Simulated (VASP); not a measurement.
# V (P6_3/mmc) in VASP: notebook

The runs below take V through single point, with PBE.

All numbers are computed with VASP 6.6.1; they aren't measurements. Logs are shortened: lines on timing, memory, paths and dates and some standing lists are left out, and cuts for length are marked.

### 1 The cell of the first run

The structure is hexagonal, space group P6_3/mmc (No. 194). Conventional cell: a = 2.712 Å, b = 2.712 Å, c = 4.865 Å, α = 90.00°, β = 90.00°, γ = 120.00°. Within 3.6 Å of V (site symmetry -6m2) lie 12 V at 2.71 to 2.89 Å.

This isn't the form of V at room conditions, which is bcc.

### 2 Single point, PBE, collinear spin, ferromagnetic start (15.50 Å³/atom)

Contents of INCAR:

```
SYSTEM = V
ALGO = Normal
EDIFF = 1E-7
ENCUT = 520
GGA = PE
ISIF = 2
ISMEAR = -1
ISPIN = 2
LASPH = .TRUE.
LCHARG = .FALSE.
LMAXMIX = 4
LORBIT = 11
LREAL = .FALSE.
LWAVE = .FALSE.
MAGMOM = 1 1
NBANDS = 24
NELM = 150
PREC = Accurate
SIGMA = 0.05
```

Contents of KPOINTS:

```
k-points
0
G
  23 23 11
  0 0 0
```

Contents of POSCAR:

```
V
1.0
    2.7122412007      0.0000000000      0.0000000000
   -1.3561206004      2.3488697810      0.0000000000
    0.0000000000      0.0000000000      4.8647038133
V
2
Direct
    0.3333333333      0.6666666667      0.2500000000
    0.6666666667      0.3333333333      0.7500000000
```

Potentials or basis: VASP PAW PBE potentials, release 64 (V_sv).

The run is started by

```
$ cat potpaw_PBE.64/V_sv/POTCAR > POTCAR
$ mpirun -np 1 vasp_std > vasp.out
```

OUTCAR:

```text
SYSTEM = V
   EDIFF = 1E-7
   ENCUT = 520
   GGA = PE
   ISIF = 2
   ISMEAR = -1
   ISPIN = 2
   LASPH = .TRUE.
   LORBIT = 11
   LREAL = .FALSE.
   NELM = 150
   PREC = Accurate

 ion  position               nearest neighbor table
   1  0.333  0.667  0.250-   2 2.89   2 2.89   2 2.89   2 2.89   2 2.89   2 2.89
   2  0.667  0.333  0.750-   1 2.89   1 2.89   1 2.89   1 2.89   1 2.89   1 2.89

  LATTYP: Found a hexagonal cell.
 ALAT       =     2.7122412007
 C/A-ratio  =     1.7936103220

  Lattice vectors:

 A1 = (   2.7122412007,   0.0000000000,   0.0000000000)
 A2 = (  -1.3561206004,   2.3488697810,   0.0000000000)
 A3 = (   0.0000000000,   0.0000000000,   4.8647038133)

Analysis of symmetry for initial positions (statically):
=====================================================================
 Subroutine PRICEL returns:
 Original cell was already a primitive cell.

 Routine SETGRP: Setting up the symmetry group for a
 hexagonal supercell.

 Subroutine GETGRP returns: Found 24 space group operations
 (whereof 12 operations were pure point group operations)
 out of a pool of 24 trial point group operations.

The static configuration has the point symmetry D_3d.
 The point group associated with its full space group is D_6h.

Analysis of symmetry for dynamics (positions and initial velocities):
=====================================================================
 Subroutine PRICEL returns:
 Original cell was already a primitive cell.

 Routine SETGRP: Setting up the symmetry group for a
 hexagonal supercell.

 Subroutine GETGRP returns: Found 24 space group operations
 (whereof 12 operations were pure point group operations)
 out of a pool of 24 trial point group operations.

The dynamic configuration has the point symmetry D_3d.
 The point group associated with its full space group is D_6h.

Analysis of structural, dynamic, and magnetic symmetry:
=====================================================================
 Subroutine PRICEL returns:
 Original cell was already a primitive cell.

 Routine SETGRP: Setting up the symmetry group for a
 hexagonal supercell.

 Subroutine GETGRP returns: Found 24 space group operations
 (whereof 12 operations were pure point group operations)
 out of a pool of 24 trial point group operations.

The overall configuration has the point symmetry D_3d.
 The point group associated with its full space group is D_6h.

 Subroutine INISYM returns: Found 24 space group operations
 (whereof 12 operations are pure point group operations),
 and found     1 'primitive' translations

----------------------------------------------------------------------------------------

                                     Primitive cell

  volume of cell :      30.9916

  direct lattice vectors                    reciprocal lattice vectors
     2.712241201  0.000000000  0.000000000     0.368698772  0.212868335  0.000000000
    -1.356120600  2.348869781  0.000000000     0.000000000  0.425736670  0.000000000
     0.000000000  0.000000000  4.864703813     0.000000000  0.000000000  0.205562361

  length of vectors
     2.712241201  2.712241201  4.864703813     0.425736671  0.425736670  0.205562361

  position of ions in fractional coordinates (direct lattice)
     0.333333333  0.666666667  0.250000000
     0.666666667  0.333333333  0.750000000

  ion indices of the primitive-cell ions
   primitive index   ion index
                 1           1
                 2           2

----------------------------------------------------------------------------------------

 KPOINTS: k-points

Automatic generation of k-mesh.
 Grid dimensions read from file:
 generate k-points for:   23   23   11

 Generating k-lattice:

  Cartesian coordinates                     Fractional coordinates (reciprocal lattice)
     0.016030381  0.009255145  0.000000000     0.043478261  0.000000000  0.000000000
     0.000000000  0.018510290  0.000000000     0.000000000  0.043478261  0.000000000
     0.000000000  0.000000000  0.018687487     0.000000000  0.000000000  0.090909091

  Length of vectors
     0.018510290  0.018510290  0.018687487

  Shift w.r.t. Gamma in fractional coordinates (k-lattice)
     0.000000000  0.000000000  0.000000000

 Subroutine IBZKPT returns following result:
 ===========================================

 Found    336 irreducible k-points:

 Following reciprocal coordinates:
            Coordinates               Weight
  0.000000  0.000000  0.000000      1.000000
  0.043478  0.000000  0.000000      6.000000
  0.086957  0.000000  0.000000      6.000000
  0.130435  0.000000  0.000000      6.000000
  0.173913  0.000000  0.000000      6.000000
  0.217391  0.000000  0.000000      6.000000
[... 16 lines left out ...]
  0.478261  0.043478  0.000000      6.000000
  0.086957  0.086957  0.000000      6.000000
 [... further k-points ...]
   k-points           NKPTS =    336   k-points in BZ     NKDIM =    336   number of bands    NBANDS=     24
   number of dos      NEDOS =    301   number of ions     NIONS =      2
   total plane-waves  NPLWV =  14400
   dimension x,y,z NGX =    20 NGY =   20 NGZ =   36
   dimension x,y,z NGXF=    40 NGYF=   40 NGZF=   72
   ions per type =               2
   NGX,Y,Z   is equivalent  to a cutoff of  12.26, 12.26, 12.30 a.u.
   NGXF,Y,Z  is equivalent  to a cutoff of  24.52, 24.52, 24.61 a.u.
 SYSTEM =  V
   PREC   = accura    normal or accurate (medium, high low for compatibility)
   ISTART =      0    job   : 0-new  1-cont  2-samecut
   ICHARG =      2    charge: 1-file 2-atom 10-const
   ISPIN  =      2    spin polarized calculation?
   LNONCOLLINEAR =      F non collinear calculations
   LSORBIT =      F    spin-orbit coupling
   LASPH  =      T    aspherical Exc in radial PAW
   ENCUT  =  520.0 eV  38.22 Ry    6.18 a.u.   5.04  5.04  9.05*2*pi/ulx,y,z
   NELM   =    150;   NELMIN=  2; NELMDL= -5     # of ELM steps
   EDIFF  = 0.1E-06   stopping-criterion for ELM
   LREAL  =      F    real-space projection
   EDIFFG = 0.1E-05   stopping-criterion for IOM
   NSW    =      0    number of steps for IOM
   IBRION =     -1    ionic relax: 0-MD 1-quasi-New 2-CG
   NFREE  =      0    steps in history (QN), initial steepest desc. (CG)
   ISIF   =      2    stress and relaxation
   ISYM   =      2    0-nonsym 1-usesym 2-fastsym
   POTIM  = 0.5000    time-step for ionic-motion
   TEBEG  =    0.0;   TEEND  =   0.0 temperature during run
   PSTRESS=    0.0 pullay stress
   NELECT =      26.0000    total number of electrons
   NUPDOWN=      -1.0000    fix difference up-down
   EMIN   =  10.00;   EMAX   =-10.00  energy-range for DOS
   EFERMI =   0.00;   METHOD = LEGACY
   ISMEAR =    -1;   SIGMA  =   0.05  broadening in eV -4-tet -1-fermi 0-gaus
   EFERMI_NEDOS =   21; number of points for ismear=-14 and -15
   IALGO  =     38    algorithm
   IMIX   =      4    mixing-type and parameters
     AMIX     =   0.40;   BMIX     =  1.00
     AMIX_MAG =   1.60;   BMIX_MAG =  1.00
  volume/ion in A,a.u.               =      15.50       104.57
  Fermi-wavevector in a.u.,A,eV,Ry     =   1.544015  2.917764 32.436031  2.383981
  Thomas-Fermi vector in A             =   2.649596
   LORBIT       =     11    0 simple, 1 ext, 2 COOP (PROOUT), +10 PAW based schemes
   GGA     = PE    functional components
   LHFCALC =     F    Hartree Fock is set to
   AEXX    =    0.0000 exact exchange contribution
   IVDW    =     0    specifies the selected vdW correction
   LEPSILON=     F    determine dielectric tensor
   LRPA    =     F    only Hartree local field effects (RPA)
 spin polarized calculation
  energy-cutoff  :      520.00
  volume of cell :       30.99
 maximum number of plane-waves:       850
   NGX = 11   NGY = 11   NGZ = 19

 number of electron      25.9999989 magnetization       0.0000221

 Free energy of the ion-electron system (eV)
  ---------------------------------------------------
  ext. energy  EPLUGINS =         0.00000000
  ---------------------------------------------------
  free energy    TOTEN  =       -17.31966236 eV

  energy without entropy =      -17.28553584  energy(sigma->0) =      -17.30259910

 E-fermi :   8.3814     XC(G=0): -12.1476

 val. band max:        8.3810848631   @ k =   0.3478   0.0000   0.0000
 cond. band min:       8.3833870973   @ k =   0.1304   0.0870   0.3636
 fundamental gap:      0.0023022341
 Fermi energy:         8.3814374508

 spin component 1

 k-point     1 :       0.0000    0.0000    0.0000
  band No.  band energies     occupation
      1     -55.7572      1.00000
      2     -55.6873      1.00000
      3     -29.7711      1.00000
      4     -29.3250      1.00000
      5     -29.2379      1.00000
      6     -29.2379      1.00000
[... 16 lines left out ...]
     23      25.7083      0.00000
     24      27.8032      0.00000
[... 598 lines left out ...]
      2     -55.6701      1.00000
      3     -29.7309      1.00000
      4     -29.3537      1.00000
      5     -29.3292      1.00000
      6     -29.3251      1.00000
[... 16 lines left out ...]
     23      25.5522      0.00000
     24      26.2205      0.00000

 [... further k-points ...]

 spin component 2

 k-point     1 :       0.0000    0.0000    0.0000
  band No.  band energies     occupation
      1     -55.7572      1.00000
      2     -55.6873      1.00000
      3     -29.7711      1.00000
      4     -29.3250      1.00000
      5     -29.2379      1.00000
      6     -29.2379      1.00000
[... 16 lines left out ...]
     23      25.7083      0.00000
     24      27.8032      0.00000
[... 598 lines left out ...]
      2     -55.6701      1.00000
      3     -29.7309      1.00000
      4     -29.3537      1.00000
      5     -29.3292      1.00000
      6     -29.3251      1.00000
[... 16 lines left out ...]
     23      25.5522      0.00000
     24      26.2205      0.00000

 [... further k-points ...]

------------------------ aborting loop because EDIFF is reached ----------------------------------------

  FORCE on cell =-STRESS in cart. coord.  units (eV):
  Direction    XX          YY          ZZ          XY          YZ          ZX
  --------------------------------------------------------------------------------------
  -------------------------------------------------------------------------------------
  Total       -3.0421714     -3.0421714     -2.9179264      0.0000000      0.0000000      0.0000000
  in kB     -157.2717098   -157.2717098   -150.8485931      0.0000000      0.0000000      0.0000000
  external PRESSURE =    -155.1306709 kB  Pullay stress =       0.0000000 kB

 VOLUME and BASIS-vectors are now :
 -----------------------------------------------------------------------------
  energy-cutoff  :      520.00
  volume of cell :       30.99
      direct lattice vectors                 reciprocal lattice vectors
     2.712241201  0.000000000  0.000000000     0.368698772  0.212868335  0.000000000
    -1.356120600  2.348869781  0.000000000     0.000000000  0.425736670  0.000000000
     0.000000000  0.000000000  4.864703813     0.000000000  0.000000000  0.205562361

 POSITION                                       TOTAL-FORCE (eV/Angst)
 -----------------------------------------------------------------------------------
     -0.00000      1.56591      1.21618        -0.000000     -0.000000      0.000000
      1.35612      0.78296      3.64853         0.000000      0.000000      0.000000
 -----------------------------------------------------------------------------------
    total drift:                               -0.000000      0.000000     -0.000000

  FREE ENERGIE OF THE ION-ELECTRON SYSTEM (eV)
  ---------------------------------------------------
  free  energy   TOTEN  =       -17.3196623626 eV

  energy  without entropy=      -17.2855358356  energy(sigma->0) =      -17.30259910

 total charge

# of ion       s       p       d       tot
------------------------------------------
    1        2.313   6.176   2.970  11.459
    2        2.313   6.176   2.970  11.459
--------------------------------------------------
tot          4.625  12.352   5.940  22.918

 magnetization (x)

# of ion       s       p       d       tot
------------------------------------------
    1        0.000   0.000   0.000   0.000
    2        0.000   0.000   0.000   0.000
--------------------------------------------------
tot          0.000   0.000   0.000   0.000
```

It took 3 min on 1 thread of Intel Xeon 6975P-C (Granite Rapids), shared host; peak memory 0.4 GiB.

Results:

```
Free energy                                           : -17.3197 eV
Pressure                                              : -15.5 GPa
Band gap on the k mesh                                : zero (filled and empty bands overlap)
Net moment                                            : 0.00 μB per cell
Valence electrons inside the program's atomic spheres : V 11.46
```

Levels at points of the mesh, in eV from the Fermi level:
Spin up:
```
           k point  band 9  band 10  band 11  band 12  band 13  band 14  band 15  band 16  band 17  band 18
(0.00, 0.00, 0.00)   -6.55    -3.15    -0.42    -0.27     0.30     0.30     0.58     0.58     1.55     1.55
```
Spin down:
```
           k point  band 9  band 10  band 11  band 12  band 13  band 14  band 15  band 16  band 17  band 18
(0.00, 0.00, 0.00)   -6.55    -3.15    -0.42    -0.27     0.30     0.30     0.58     0.58     1.55     1.55
```

Caveat: the cell stands under tension.

### 3 Single point, PBE, collinear spin, ferromagnetic start (13.84 Å³/atom)

This run uses another cell than the first one, of 13.84 Å³/atom.

Contents of INCAR:

```
SYSTEM = V
PREC     = Accurate       ! precision mode
ENCUT    = 520            ! plane-wave cutoff, eV
EDIFF    = 1E-7           ! SCF threshold, eV
ISMEAR   = -1             ! smearing method
SIGMA    = 0.05           ! smearing width, eV
LREAL    = .False.        ! projectors in reciprocal space
LASPH    = .True.         ! aspherical terms in the spheres
NELM     = 150            ! most SCF steps
ALGO     = Normal         ! electronic algorithm
ISIF     = 2              ! what is computed and relaxed
LWAVE    = .False.        ! write WAVECAR
LCHARG   = .True.         ! write CHGCAR
ISPIN    = 2              ! spin polarisation
MAGMOM   = 1 1            ! initial moments
LORBIT   = 11             ! projections on sites
LMAXMIX  = 4              ! l up to which the mixer works
GGA      = PE             ! functional
LELF     = .True.         ! ELF
LVHAR    = .True.       
NBANDS   = 24             ! bands
```

Contents of KPOINTS:

```
regular mesh
0
Gamma
  23 23 11
  0 0 0
```

Contents of POSCAR:

```
V
1.0
    2.6116940602      0.0000000000      0.0000000000
   -1.3058470301      2.2617934031      0.0000000000
    0.0000000000      0.0000000000      4.6843614243
V
2
Direct
    0.3333333333      0.6666666667      0.2500000000
    0.6666666667      0.3333333333      0.7500000000
```

Potentials or basis: VASP PAW PBE potentials, release 64 (V_sv).

The run is started by

```
$ cat potpaw_PBE.64/V_sv/POTCAR > POTCAR
$ mpirun -np 1 vasp_std > vasp.out
```

Wall time 3.6 min (1 thread of Intel Xeon Platinum 8559C (Emerald Rapids), shared host); peak memory 0.38 GiB.

Results (log left out):

| Property | Result |
| --- | --- |
| Free energy | -17.4926 eV |
| Pressure | 0.3 GPa |
| Band gap on the k mesh | zero (filled and empty bands overlap) |
| Net moment | 0.00 μB per cell |
| Valence electrons inside the program's atomic spheres | V 11.63 |

Stress tensor (GPa, compression positive):
```
0.22 0.00 0.00
0.00 0.22 0.00
0.00 0.00 0.32
```

Levels at points of the mesh, in eV from the Fermi level:
Spin up:
| k point | band 10 | band 11 | band 12 | band 13 | band 14 | band 15 | band 16 | band 17 |
| --- | --- | --- | --- | --- | --- | --- | --- | --- |
| (0.00, 0.00, 0.00) | -3.43 | -0.51 | -0.14 | 0.31 | 0.31 | 0.64 | 0.64 | 1.78 |
Spin down:
| k point | band 11 | band 12 | band 13 | band 14 | band 15 | band 16 |
| --- | --- | --- | --- | --- | --- | --- |
| (0.00, 0.00, 0.00) | -0.51 | -0.14 | 0.31 | 0.31 | 0.64 | 0.64 |

### 4 Single point, PBE, collinear spin, ferromagnetic start (13.28 Å³/atom)

This run uses another cell than the first one, of 13.28 Å³/atom.

Contents of INCAR:

```
SYSTEM = V
PREC = Accurate
ENCUT = 520
EDIFF = 1E-7
ISMEAR = -1
SIGMA = 0.05
LREAL = .False.
LASPH = .True.
NELM = 150
ALGO = Normal
ISIF = 2
LWAVE = .False.
LCHARG = .False.
ISPIN = 2
MAGMOM = 1 1
LORBIT = 11
LMAXMIX = 4
GGA = PE
NBANDS = 24
```

Contents of KPOINTS:

```
Automatic mesh
0
Gamma
  23 23 11
  0 0 0
```

Contents of POSCAR:

```
V
1.0
    2.5763965703      0.0000000000      0.0000000000
   -1.2881982852      2.2312248801      0.0000000000
    0.0000000000      0.0000000000      4.6210514820
V
2
Direct
    0.3333333333      0.6666666667      0.2500000000
    0.6666666667      0.3333333333      0.7500000000
```

The run is started by

```
$ cat potpaw_PBE.64/V_sv/POTCAR > POTCAR
$ mpirun -np 1 vasp_std > vasp.out
```

Run time: 4.1 min. Hardware: 1 thread of Intel Xeon Platinum 8488C (Sapphire Rapids), shared host; peak memory 0.37 GiB.

It converged, with:

* Free energy: -17.4647 eV
* Pressure: 8.0 GPa
* Band gap on the k mesh: zero (filled and empty bands overlap)
* Net moment: 0.00 μB per cell
* Valence electrons inside the program's atomic spheres: V 11.70

Levels at points of the mesh, in eV from the Fermi level:
Spin up:
```tsv
k point	band 9	band 10	band 11	band 12	band 13	band 14	band 15	band 16	band 17	band 18
(0.00, 0.00, 0.00)	-6.97	-3.53	-0.56	-0.07	0.32	0.32	0.66	0.66	1.87	1.87
```
Spin down:
| k point | band 11 | band 12 | band 13 | band 14 | band 15 | band 16 |
| --- | --- | --- | --- | --- | --- | --- |
| (0.00, 0.00, 0.00) | -0.56 | -0.07 | 0.32 | 0.32 | 0.66 | 0.66 |

Caveat: the cell stands under pressure.

### 5 Summary

```tsv
cell	gap on the mesh (eV)	pressure (GPa)	moment (μB)
a = 2.712, b = 2.712, c = 4.865 Å, angles 90.0, 90.0, 120.0°, 2 atoms	none	-15.5	0.00
a = 2.612, b = 2.612, c = 4.684 Å, angles 90.0, 90.0, 120.0°, 2 atoms	none	0.3	0.00
a = 2.576, b = 2.576, c = 4.621 Å, angles 90.0, 90.0, 120.0°, 2 atoms	none	8.0	0.00
```

Alike in all rows: task single point; level PBE; potentials or basis VASP PAW PBE potentials, release 64 (V_sv); spin collinear, ferromagnetic start; k mesh 23 × 23 × 11; cutoff (eV) 520; smearing fermi-dirac 0.05 eV.

Caveats: the cell stands under tension (at least some runs); the cell stands under pressure (at least some runs).

Total energies depend on the potentials used, so only differences within one code and one set of settings carry meaning.
